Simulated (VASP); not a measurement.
A run of VASP 6.6.1 is set up as follows.

Contents of INCAR:

```
PREC = Accurate
ENCUT = 600
EDIFF = 1E-7
ISMEAR = 0
SIGMA = 0.1
LREAL = False
LASPH = True
NELM = 80
ALGO = Normal
ISIF = 3
LWAVE = False
LCHARG = False
GGA = PE
IBRION = 2
NSW = 90
EDIFFG = -0.04
```

File KPOINTS:

```
regular mesh
0
Gamma
  4 4 4
```

Contents of POSCAR:

```
Ti3Si2
1.0
    4.1390138200      0.0000000000      0.0000000000
    0.0000000000      4.1390138200      0.0000000000
    0.0000000000      0.0000000000      4.1390138200
Ti Si
3 2
Direct
    0.5000000000      0.0000000000      0.0000000000
    0.0000000000      0.5000000000      0.0000000000
    0.0000000000      0.0000000000      0.5000000000
    0.5000000000      0.5000000000      0.5000000000
    0.0000000000      0.0000000000      0.0000000000
```

Potentials or basis: VASP PAW PBE potentials, release 64 (Ti_sv, Si).

Launch:

```console
$ cat potpaw_PBE.64/Ti_sv/POTCAR potpaw_PBE.64/Si/POTCAR > POTCAR
$ mpirun -np 1 vasp_std > vasp.out
```

(1) What does it give for the space group after relaxing (to 0.05 Å)?

(2) What does it give for the band gap on the k mesh?

(3) Estimate the relaxed cell.

(4) Estimate the relaxed volume.

## Answers

(1) Pm-3m (No. 221).

(2) zero (band 22 reaches 7.36 eV, above the bottom of band 23 at 7.10 eV).

(3) a = 4.552 Å, b = 4.552 Å, c = 4.552 Å, α = 90.00°, β = 90.00°, γ = 90.00°.

(4) 18.87 Å³/atom.

Caveat: the k points lie up to 0.35 Å⁻¹ apart in the final cell; the volume moved by over 15 % at a fixed basis, so the end points are rough.
